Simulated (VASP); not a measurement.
# LiH (Fm-3m) in VASP: notebook, part 2 of 2

VASP 6.6.1. Earlier steps stand in the parts before.

**6. Single point, r2SCAN**

This run uses another cell than the first one, of 8.03 Å³/atom.

POSCAR reads:

```
LiH
1.0
    0.0000000000      2.0023334744      2.0023334744
    2.0023334744      0.0000000000      2.0023334744
    2.0023334744      2.0023334744      0.0000000000
Li H
1 1
Direct
    0.0000000000      0.0000000000      0.0000000000
    0.5000000000      0.5000000000      0.5000000000
```

INCAR.step1 reads:

```
SYSTEM = LiH
ALGO = Normal ; EDIFF = 1E-4
ENCUT = 520 ; GGA = PE
ISMEAR = 0 ; LASPH = .TRUE.
LCHARG = .FALSE. ; LREAL = .FALSE.
LWAVE = .TRUE. ; NBANDS = 9
NELM = 80 ; PREC = Accurate
SIGMA = 0.02
```

INCAR.step2 reads:

```
SYSTEM = LiH
ALGO = Normal ; EDIFF = 1E-6
ENCUT = 520 ; ISIF = 2
ISMEAR = 0 ; ISTART = 1
LASPH = .TRUE. ; LCHARG = .FALSE.
LMIXTAU = .TRUE. ; LREAL = .FALSE.
LWAVE = .FALSE. ; METAGGA = R2SCAN
NBANDS = 9 ; NELM = 80
PREC = Accurate ; SIGMA = 0.02
```

KPOINTS reads:

```
k-points
0
G
  10 10 10
  0 0 0
```

Potentials or basis: VASP PAW PBE potentials, release 64 (Li_sv, H).

Command:

```sh
> cat potpaw_PBE.64/Li_sv/POTCAR potpaw_PBE.64/H/POTCAR > POTCAR
> cp INCAR.step1 INCAR
> mpirun -np 1 vasp_std > vasp.out
> cp INCAR.step2 INCAR
> mpirun -np 1 vasp_std > vasp.out
```

OUTCAR:

```text
SYSTEM = LiH
   EDIFF = 1E-6
   ENCUT = 520
   ISIF = 2
   ISMEAR = 0
   ISTART = 1
   LASPH = .TRUE.
   LREAL = .FALSE.
   METAGGA = R2SCAN
   NELM = 80
   PREC = Accurate

 ion  position               nearest neighbor table
   1  0.000  0.000  0.000-
   2  0.500  0.500  0.500-

  LATTYP: Found a face centered cubic cell.
 ALAT       =     4.0046669488

  Lattice vectors:

 A1 = (   0.0000000000,   2.0023334744,   2.0023334744)
 A2 = (   2.0023334744,   0.0000000000,   2.0023334744)
 A3 = (   2.0023334744,   2.0023334744,   0.0000000000)

Analysis of symmetry for initial positions (statically):
=====================================================================
 Subroutine PRICEL returns:
 Original cell was already a primitive cell.

 Routine SETGRP: Setting up the symmetry group for a
 face centered cubic supercell.

 Subroutine GETGRP returns: Found 48 space group operations
 (whereof 48 operations were pure point group operations)
 out of a pool of 48 trial point group operations.

The static configuration has the point symmetry O_h .
[... 166 lines left out ...]
 fundamental gap:      3.5810387500
 Fermi energy:         0.0719539175

 k-point     1 :       0.0000    0.0000    0.0000
  band No.  band energies     occupation
      1     -45.9037      2.00000
      2      -5.6301      2.00000
      3      17.5058      0.00000
      4      19.2571      0.00000
      5      19.2571      0.00000
      6      19.2577      0.00000
      7      23.6873      0.00000
      8      23.6873      0.00000
      9      23.6874      0.00000
[... 265 lines left out ...]
 k-point    24 :       0.4000    0.3000    0.0000
  band No.  band energies     occupation
      1     -45.8563      2.00000
      2      -2.4496      2.00000
      3       7.1829      0.00000
      4      11.2447      0.00000
      5      12.6267      0.00000
      6      17.3295      0.00000
      7      19.2196      0.00000
      8      31.1145      0.00000
      9      31.7781      0.00000

 [... further k-points ...]

------------------------ aborting loop because EDIFF is reached ----------------------------------------

  FORCE on cell =-STRESS in cart. coord.  units (eV):
  Direction    XX          YY          ZZ          XY          YZ          ZX
  --------------------------------------------------------------------------------------
  -------------------------------------------------------------------------------------
  Total       -0.0495972     -0.0495972     -0.0495972     -0.0000000     -0.0000000      0.0000000
  in kB       -4.9491304     -4.9491304     -4.9491304     -0.0000000     -0.0000000      0.0000000
  external PRESSURE =      -4.9491304 kB  Pullay stress =       0.0000000 kB

 VOLUME and BASIS-vectors are now :
 -----------------------------------------------------------------------------
  energy-cutoff  :      520.00
  volume of cell :       16.06
      direct lattice vectors                 reciprocal lattice vectors
     0.000000000  2.002333474  2.002333474    -0.249708656  0.249708656  0.249708656
     2.002333474  0.000000000  2.002333474     0.249708656 -0.249708656  0.249708656
     2.002333474  2.002333474  0.000000000     0.249708656  0.249708656 -0.249708656

 POSITION                                       TOTAL-FORCE (eV/Angst)
 -----------------------------------------------------------------------------------
      0.00000      0.00000      0.00000        -0.000000     -0.000000     -0.000000
      2.00233      2.00233      2.00233         0.000000      0.000000      0.000000
 -----------------------------------------------------------------------------------
    total drift:                                0.000000     -0.000000     -0.000000

  FREE ENERGIE OF THE ION-ELECTRON SYSTEM (eV)
  ---------------------------------------------------
  free  energy   TOTEN  =        -6.8176196763 eV

  energy  without entropy=       -6.8176196763  energy(sigma->0) =       -6.81761968
```

OSZICAR.step1:

```text
N       E                     dE             d eps       ncg     rms          rms(c)
DAV:   1    -0.187674265098E+01   -0.18767E+01   -0.15299E+03   862   0.415E+02
DAV:   2    -0.632247668753E+01   -0.44457E+01   -0.44270E+01  1194   0.548E+01
DAV:   3    -0.636961971822E+01   -0.47143E-01   -0.47128E-01  1012   0.489E+00
DAV:   4    -0.636982112995E+01   -0.20141E-03   -0.20135E-03  1148   0.288E-01
DAV:   5    -0.636982274977E+01   -0.16198E-05   -0.16198E-05  1017   0.194E-02    0.288E+00
DAV:   6    -0.618679730229E+01    0.18303E+00   -0.14832E-01   948   0.120E+00    0.144E+00
DAV:   7    -0.612535822224E+01    0.61439E-01   -0.19235E-01   994   0.154E+00    0.220E-01
DAV:   8    -0.612715290752E+01   -0.17947E-02   -0.43573E-03   999   0.431E-01    0.424E-02
DAV:   9    -0.612708779680E+01    0.65111E-04   -0.15202E-04  1059   0.487E-02
   1 F= -.61270878E+01 E0= -.61270878E+01  d E =-.105091E-78
```

Run time: 37 s. Hardware: 1 thread of Intel Xeon 8259CL, shared host; peak memory 0.13 GiB.

Results:

```yaml
Free_energy: -6.8176 eV
Band_gap_on_the_k_mesh: 3.58 eV
```

Caveat: the cutoff is under 1.25 times the usual one of these potentials, so pressure, stress and relaxed cells hold a basis-set (Pulay) error; the PAW data sets were made with another functional, which shifts forces and pressure a little. A k mesh can miss the band edges.

**7. The runs side by side**

```csv
cell,gap on the mesh (eV)
"a = 2.744 Å, angles 60.0°, 2 atoms",3.52
"a = 2.714 Å, angles 60.0°, 2 atoms",3.49
"a = 2.774 Å, angles 60.0°, 2 atoms",3.54
"a = 2.832 Å, angles 60.0°, 2 atoms",3.58
```

Alike in all rows: task single point; level r2SCAN; potentials or basis VASP PAW PBE potentials, release 64 (Li_sv, H); no spin polarisation; k mesh 10 × 10 × 10; cutoff (eV) 520; smearing gaussian 0.02 eV.

Caveats: the cutoff is under 1.25 times the usual one of these potentials, so pressure, stress and relaxed cells hold a basis-set (Pulay) error; the PAW data sets were made with another functional, which shifts forces and pressure a little.

Absolute energies hang on the potentials; compare differences alone.
